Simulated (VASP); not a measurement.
The system is MgS.

```
Mg S
1.0
     0.00000    2.83088    2.71764
     2.83088    0.00000    2.71764
     2.83088    2.83088    0.00000
Mg S
1 1
Cartesian
  0.0000 0.0000 0.0000
  1.4154 1.4154 1.3588
```

This cell differs from its parent crystal: uniaxial z strain -4.0%.

Base run:

- Program: VASP 6.6.1
- Functional: HSE06
- Potentials or basis: VASP PAW PBE potentials, release 64 (Mg, S)
- Cutoff: 520 eV
- k mesh: 6 × 6 × 6
- Occupations: gaussian, width 0.01 eV
- Spin: no spin polarisation

Its results: band gap on the k mesh 4.66 eV, direct; pressure 2.5 GPa.

Problem. The run is repeated on the same cell with these changes: functional from HSE06 to PBE; k mesh from 6 × 6 × 6 to 4 × 4 × 4. What comes out?

Solution. Band gap on the k mesh 3.59 eV, direct; pressure 3.6 GPa.

Several settings changed at once, so the effect can't be laid on one alone.

Caveats: some runs use coarse meshes; the PAW data sets were made with another functional, which shifts forces and pressure a little (some runs).

A k mesh can miss the band edges.
